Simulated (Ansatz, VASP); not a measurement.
# Hg: VASP beside Ansatz

```
Hg
1.0
     1.74632    1.00824    2.14788
    -1.74632    1.00824    2.14788
     0.00000   -2.01648    2.14788
Hg
1
Direct
  0.00000 0.00000 0.00000
```

Alike in both runs: task single point; functional LDA; k mesh 11 × 11 × 11; occupations methfessel-paxton of order 1, width 1 eV; no spin polarisation.

|  | VASP | Ansatz |
| --- | --- | --- |
| version | VASP 6.6.1 | Ansatz 0.2.0 |
| potentials or method | VASP PAW LDA potentials, release 64 (Hg), cutoff 520 eV | plane waves (420 eV) with PAW, scalar-relativistic |
| valence electrons in the cell | 12 | 20 |

|  | VASP | Ansatz | Ansatz less VASP |
| --- | --- | --- | --- |
| pressure (GPa) | 0.6 | -0.1 | -0.74 |
| traceless stress, the component that is largest in VASP (GPa) | 0.04 | -0.29 | -0.330 |

Ansatz warns that its potentials were made for another functional, while VASP's fit it. LDA's correlation is that of Perdew and Zunger in VASP and of Perdew and Wang (1992) in Ansatz. VASP's potentials hold 12 valence electrons a cell and Ansatz's 20, so a difference there can come from the potentials and not from the codes.

Neither program's run includes spin-orbit coupling.
